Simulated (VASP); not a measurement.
Here is a VASP 6.6.1 calculation.

The input POSCAR:

```
BeS
1.0
    2.4220533760      2.4220533760      0.0000000000
   -2.4220533760      2.4220533760      0.0000000000
    0.0000000000      2.4220533760      2.4431486703
Be S
1 1
Direct
    0.0000000000      0.0000000000      0.0000000000
    0.7500000000      0.2500000000      0.5000000000
```

The input INCAR.step1:

```
  PREC = Accurate
  ENCUT = 520
  ISMEAR = 0
  SIGMA = 0.01
  LREAL = False
  LASPH = True
  NELM = 60
  NBANDS = 11
  GGA = PE
  ALGO = Normal
  EDIFF = 1E-4
  LWAVE = True
  LCHARG = False
```

The input INCAR.step2:

```
  PREC = Accurate
  ENCUT = 520
  EDIFF = 1E-7
  ISMEAR = 0
  SIGMA = 0.01
  LREAL = False
  LASPH = True
  NELM = 60
  ALGO = Normal
  ISIF = 2
  LWAVE = False
  LCHARG = True
  METAGGA = R2SCAN
  LMIXTAU = True
  LELF = True
  LVHAR = True
  NBANDS = 11
  ISTART = 1
```

File KPOINTS:

```
Automatic mesh
0
Gamma
  8 8 8
```

Potentials or basis: VASP PAW PBE potentials, release 64 (Be, S).

The run is started by

```console
$ cat potpaw_PBE.64/Be/POTCAR potpaw_PBE.64/S/POTCAR > POTCAR
$ cp INCAR.step1 INCAR
$ mpirun -np 1 vasp_std > vasp.out
$ cp INCAR.step2 INCAR
$ mpirun -np 1 vasp_std > vasp.out
```

(1) What does it give for the band gap on the k mesh?

(2) Predict the pressure.

Answers

(1) 3.54 eV (least direct gap 6.24 eV).

(2) 0.9 GPa.

Caveat: the cell differs from its parent crystal (in-plane strain -0.005, then relaxed in part); the PAW data sets were made with another functional, which shifts forces and pressure a little.
